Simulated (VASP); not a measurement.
# In (P6_3/mmc) in VASP: a series of runs

In is run at these levels: BLYP; tasks: single point.

All numbers are computed with VASP 6.6.1; they aren't measurements. Logs are shortened: lines on timing, memory, paths and dates and some standing lists are left out, and cuts for length are marked.

## Step 1: The cell of the first run

Symmetry: P6_3/mmc, No. 194, hexagonal system. The conventional cell has a = 3.539 Å, b = 3.539 Å, c = 11.490 Å, α = 90.00°, β = 90.00°, γ = 120.00°. Within 4.6 Å of In (site symmetry -3m) lie 12 In at 3.53 to 3.54 Å. Within 4.6 Å of In (site symmetry -6m2) lie 12 In at 3.53 to 3.54 Å.

This isn't the form of In at room conditions, which is tetragonal.

## Step 2: Single point, BLYP

Input file INCAR:

```
SYSTEM = In
PREC = Accurate ; ENCUT = 520
EDIFF = 1E-6 ; ISMEAR = -1
SIGMA = 0.1 ; LREAL = .FALSE.
LASPH = .TRUE. ; NELM = 80
ALGO = Normal ; ISIF = 2
LWAVE = .FALSE. ; LCHARG = .FALSE.
GGA = B5 ; ALDAX = 1.0
AGGAX = 1.0 ; AGGAC = 1.0
ALDAC = 0.0 ; NBANDS = 34
```

Input file KPOINTS:

```
regular mesh
0
G
  11 11 3
  0 0 0
```

Input file POSCAR:

```
In
1.0
    3.5394053551      0.0000000000      0.0000000000
   -1.7697026775      3.0652149518      0.0000000000
    0.0000000000      0.0000000000     11.4898213221
In
4
Direct
    0.0000000000      0.0000000000      1.0000000000
    0.0000000000      1.0000000000      0.5000000000
    0.3333333333      0.6666666667      0.2500000000
    0.6666666667      0.3333333333      0.7500000000
```

Potentials or basis: VASP PAW PBE potentials, release 64 (In_d).

The run is started by

```
> cat potpaw_PBE.64/In_d/POTCAR > POTCAR
> mpirun -np 1 vasp_std > vasp.out
```

OUTCAR:

```text
SYSTEM = In
   PREC = Accurate
   ENCUT = 520
   EDIFF = 1E-6
   ISMEAR = -1
   LREAL = .FALSE.
   LASPH = .TRUE.
   NELM = 80
   ISIF = 2
   GGA = B5

 ion  position               nearest neighbor table
   1  0.000  0.000  0.000-   3 3.53   4 3.53   3 3.53   4 3.53   4 3.53   3 3.53
   2  0.000  0.000  0.500-   3 3.53   4 3.53   3 3.53   4 3.53   4 3.53   3 3.53
   3  0.333  0.667  0.250-   1 3.53   2 3.53   1 3.53   2 3.53   1 3.53   2 3.53
   4  0.667  0.333  0.750-   1 3.53   2 3.53   1 3.53   2 3.53   1 3.53   2 3.53

  LATTYP: Found a hexagonal cell.
 ALAT       =     3.5394053551
 C/A-ratio  =     3.2462575403

  Lattice vectors:

 A1 = (   3.5394053551,   0.0000000000,   0.0000000000)
 A2 = (  -1.7697026775,   3.0652149518,   0.0000000000)
 A3 = (   0.0000000000,   0.0000000000,  11.4898213221)

Analysis of symmetry for initial positions (statically):
=====================================================================
 Subroutine PRICEL returns:
 Original cell was already a primitive cell.

 Routine SETGRP: Setting up the symmetry group for a
 hexagonal supercell.

 Subroutine GETGRP returns: Found 24 space group operations
 (whereof 12 operations were pure point group operations)
 out of a pool of 24 trial point group operations.

The static configuration has the point symmetry D_3d.
 The point group associated with its full space group is D_6h.

Analysis of symmetry for dynamics (positions and initial velocities):
=====================================================================
 Subroutine PRICEL returns:
 Original cell was already a primitive cell.

 Routine SETGRP: Setting up the symmetry group for a
 hexagonal supercell.

 Subroutine GETGRP returns: Found 24 space group operations
 (whereof 12 operations were pure point group operations)
 out of a pool of 24 trial point group operations.

The dynamic configuration has the point symmetry D_3d.
 The point group associated with its full space group is D_6h.

 Subroutine INISYM returns: Found 24 space group operations
 (whereof 12 operations are pure point group operations),
 and found     1 'primitive' translations

----------------------------------------------------------------------------------------

                                     Primitive cell

  volume of cell :     124.6535

  direct lattice vectors                    reciprocal lattice vectors
     3.539405355  0.000000000  0.000000000     0.282533335  0.163120697  0.000000000
    -1.769702677  3.065214952  0.000000000     0.000000000  0.326241394  0.000000000
     0.000000000  0.000000000 11.489821322     0.000000000  0.000000000  0.087033555

  length of vectors
     3.539405355  3.539405355 11.489821322     0.326241394  0.326241394  0.087033555

  position of ions in fractional coordinates (direct lattice)
     0.000000000  0.000000000  0.000000000
     0.000000000  0.000000000  0.500000000
     0.333333333  0.666666667  0.250000000
     0.666666667  0.333333333  0.750000000

  ion indices of the primitive-cell ions
   primitive index   ion index
                 1           1
                 2           2
                 3           3
                 4           4

----------------------------------------------------------------------------------------

 KPOINTS: regular mesh

Automatic generation of k-mesh.
 Grid dimensions read from file:
 generate k-points for:   11   11    3

 Generating k-lattice:

  Cartesian coordinates                     Fractional coordinates (reciprocal lattice)
     0.025684849  0.014829154  0.000000000     0.090909091  0.000000000  0.000000000
     0.000000000  0.029658309  0.000000000     0.000000000  0.090909091  0.000000000
     0.000000000  0.000000000  0.029011185     0.000000000  0.000000000  0.333333333

  Length of vectors
     0.029658309  0.029658309  0.029011185

  Shift w.r.t. Gamma in fractional coordinates (k-lattice)
     0.000000000  0.000000000  0.000000000

 Subroutine IBZKPT returns following result:
 ===========================================

 Found     32 irreducible k-points:

 Following reciprocal coordinates:
            Coordinates               Weight
  0.000000  0.000000  0.000000      1.000000
  0.090909  0.000000  0.000000      6.000000
  0.181818  0.000000  0.000000      6.000000
  0.272727  0.000000  0.000000      6.000000
  0.363636  0.000000  0.000000      6.000000
  0.454545  0.000000  0.000000      6.000000
[... 16 lines left out ...]
  0.090909  0.090909  0.333333     12.000000
  0.181818  0.090909  0.333333     24.000000
 [... further k-points ...]
   k-points           NKPTS =     32   k-points in BZ     NKDIM =     32   number of bands    NBANDS=     34
   number of dos      NEDOS =    301   number of ions     NIONS =      4
   total plane-waves  NPLWV =  70560
   dimension x,y,z NGX =    28 NGY =   28 NGZ =   90
   dimension x,y,z NGXF=    56 NGYF=   56 NGZF=  180
   ions per type =               4
   NGX,Y,Z   is equivalent  to a cutoff of  13.15, 13.15, 13.02 a.u.
   NGXF,Y,Z  is equivalent  to a cutoff of  26.30, 26.30, 26.04 a.u.
 SYSTEM =  In
   PREC   = accura    normal or accurate (medium, high low for compatibility)
   ISTART =      0    job   : 0-new  1-cont  2-samecut
   ICHARG =      2    charge: 1-file 2-atom 10-const
   ISPIN  =      1    spin polarized calculation?
   LNONCOLLINEAR =      F non collinear calculations
   LSORBIT =      F    spin-orbit coupling
   LASPH  =      T    aspherical Exc in radial PAW
   ENCUT  =  520.0 eV  38.22 Ry    6.18 a.u.   6.58  6.58 21.36*2*pi/ulx,y,z
   NELM   =     80;   NELMIN=  2; NELMDL= -5     # of ELM steps
   EDIFF  = 0.1E-05   stopping-criterion for ELM
   LREAL  =      F    real-space projection
   EDIFFG = 0.1E-04   stopping-criterion for IOM
   NSW    =      0    number of steps for IOM
   IBRION =     -1    ionic relax: 0-MD 1-quasi-New 2-CG
   NFREE  =      0    steps in history (QN), initial steepest desc. (CG)
   ISIF   =      2    stress and relaxation
   ISYM   =      2    0-nonsym 1-usesym 2-fastsym
   POTIM  = 0.5000    time-step for ionic-motion
   TEBEG  =    0.0;   TEEND  =   0.0 temperature during run
   PSTRESS=    0.0 pullay stress
   NELECT =      52.0000    total number of electrons
   NUPDOWN=      -1.0000    fix difference up-down
   EMIN   =  10.00;   EMAX   =-10.00  energy-range for DOS
   EFERMI =   0.00;   METHOD = LEGACY
   ISMEAR =    -1;   SIGMA  =   0.10  broadening in eV -4-tet -1-fermi 0-gaus
   EFERMI_NEDOS =   21; number of points for ismear=-14 and -15
   IALGO  =     38    algorithm
   IMIX   =      4    mixing-type and parameters
     AMIX     =   0.40;   BMIX     =  1.00
     AMIX_MAG =   1.60;   BMIX_MAG =  1.00
  volume/ion in A,a.u.               =      31.16       210.30
  Fermi-wavevector in a.u.,A,eV,Ry     =   1.223229  2.311568 20.358251  1.496289
  Thomas-Fermi vector in A             =   2.358347
   LORBIT       =      0    0 simple, 1 ext, 2 COOP (PROOUT), +10 PAW based schemes
   GGA     = B5    functional components
   LHFCALC =     F    Hartree Fock is set to
   AEXX    =    0.0000 exact exchange contribution
   IVDW    =     0    specifies the selected vdW correction
   LEPSILON=     F    determine dielectric tensor
   LRPA    =     F    only Hartree local field effects (RPA)
 non-spin polarized calculation
  energy-cutoff  :      520.00
  volume of cell :      124.65
 maximum number of plane-waves:      3409
 NGX is ok and might be reduce to    28
   NGX = 13   NGY = 13   NGZ = 43

 number of electron      51.9999985 magnetization

 Free energy of the ion-electron system (eV)
  ---------------------------------------------------
  ext. energy  EPLUGINS =         0.00000000
  ---------------------------------------------------
  free energy    TOTEN  =        -7.49247643 eV

  energy without entropy =       -7.42125070  energy(sigma->0) =       -7.45686356

 E-fermi :   6.1389     XC(G=0):  -8.8702

 val. band max:        6.1130545349   @ k =   0.3636   0.2727   0.0000
 cond. band min:       6.1523952124   @ k =   0.4545   0.0909   0.0000
 fundamental gap:      0.0393406775
 Fermi energy:         6.1389268152

 k-point     1 :       0.0000    0.0000    0.0000
  band No.  band energies     occupation
      1      -8.4189      2.00000
      2      -8.4084      2.00000
      3      -8.4002      2.00000
      4      -8.4002      2.00000
      5      -8.3912      2.00000
      6      -8.3895      2.00000
[... 26 lines left out ...]
     33      13.9075      0.00000
     34      14.8213      0.00000

 k-point     2 :       0.0909    0.0000    0.0000
  band No.  band energies     occupation
      1      -8.4160      2.00000
      2      -8.4088      2.00000
      3      -8.4013      2.00000
      4      -8.3980      2.00000
      5      -8.3891      2.00000
      6      -8.3889      2.00000
[... 26 lines left out ...]
     33      13.4927      0.00000
     34      14.0963      0.00000

 k-point     3 :       0.1818    0.0000    0.0000
  band No.  band energies     occupation
      1      -8.4366      2.00000
      2      -8.4222      2.00000
      3      -8.4108      2.00000
      4      -8.3872      2.00000
      5      -8.3843      2.00000
      6      -8.3678      2.00000
[... 26 lines left out ...]
     33      12.6735      0.00000
     34      12.6862      0.00000

 k-point     4 :       0.2727    0.0000    0.0000
  band No.  band energies     occupation
      1      -8.4669      2.00000
      2      -8.4408      2.00000
      3      -8.4259      2.00000
      4      -8.3997      2.00000
      5      -8.3892      2.00000
      6      -8.3705      2.00000
[... 26 lines left out ...]
     33      11.8902      0.00000
     34      11.9058      0.00000

 k-point     5 :       0.3636    0.0000    0.0000
  band No.  band energies     occupation
      1      -8.4932      2.00000
      2      -8.4591      2.00000
      3      -8.4374      2.00000
      4      -8.4268      2.00000
      5      -8.4072      2.00000
      6      -8.3858      2.00000
[... 621 lines left out ...]
 k-point    22 :       0.4545    0.0000    0.3333
  band No.  band energies     occupation
      1      -8.5010      2.00000
      2      -8.4829      2.00000
      3      -8.4395      2.00000
      4      -8.4270      2.00000
      5      -8.4159      2.00000
      6      -8.4028      2.00000
[... 26 lines left out ...]
     33      10.5171      0.00000
     34      11.4621      0.00000

 k-point    23 :       0.0909    0.0909    0.3333
  band No.  band energies     occupation
      1      -8.4137      2.00000
      2      -8.4119      2.00000
      3      -8.4092      2.00000
      4      -8.4089      2.00000
      5      -8.3832      2.00000
      6      -8.3670      2.00000
[... 26 lines left out ...]
     33      12.8591      0.00000
     34      13.1870      0.00000

 k-point    24 :       0.1818    0.0909    0.3333
  band No.  band energies     occupation
      1      -8.4382      2.00000
      2      -8.4306      2.00000
      3      -8.4068      2.00000
      4      -8.3978      2.00000
      5      -8.3831      2.00000
      6      -8.3706      2.00000
[... 26 lines left out ...]
     33      11.7179      0.00000
     34      12.3334      0.00000

 [... further k-points ...]
[... 5 lines left out ...]
  --------------------------------------------------------------------------------------
  -------------------------------------------------------------------------------------
  Total       -0.0476295     -0.0476295     -0.0695454     -0.0000000     -0.0000000      0.0000000
  in kB       -0.6121847     -0.6121847     -0.8938696     -0.0000000     -0.0000000      0.0000000
  external PRESSURE =      -0.7060797 kB  Pullay stress =       0.0000000 kB

 VOLUME and BASIS-vectors are now :
 -----------------------------------------------------------------------------
  energy-cutoff  :      520.00
  volume of cell :      124.65
      direct lattice vectors                 reciprocal lattice vectors
     3.539405355  0.000000000  0.000000000     0.282533335  0.163120697  0.000000000
    -1.769702677  3.065214952  0.000000000     0.000000000  0.326241394  0.000000000
     0.000000000  0.000000000 11.489821322     0.000000000  0.000000000  0.087033555

 POSITION                                       TOTAL-FORCE (eV/Angst)
 -----------------------------------------------------------------------------------
      0.00000      0.00000      0.00000        -0.000000      0.000000     -0.000000
      0.00000      0.00000      5.74491        -0.000000      0.000000     -0.000000
     -0.00000      2.04348      2.87246         0.000000      0.000000      0.000000
      1.76970      1.02174      8.61737        -0.000000      0.000000      0.000000
 -----------------------------------------------------------------------------------
    total drift:                                0.000000     -0.000000      0.000000

  FREE ENERGIE OF THE ION-ELECTRON SYSTEM (eV)
  ---------------------------------------------------
  free  energy   TOTEN  =        -7.4924764259 eV

  energy  without entropy=       -7.4212507024  energy(sigma->0) =       -7.45686356
```

Wall time 1.7 min (1 thread of Intel Xeon 6975P-C (Granite Rapids), shared host); peak memory 0.28 GiB.

Results:

```yaml
Free_energy: -7.4925 eV
Pressure: -0.1 GPa
Band_gap_on_the_k_mesh: zero (bands 26 and 27 overlap by 3.97 eV)
```

Caveat: the PAW data sets were made with another functional, which shifts forces and pressure a little; spin-orbit coupling is left out, which moves the levels of the heavy elements.

(Continued in part 2 of 2.)
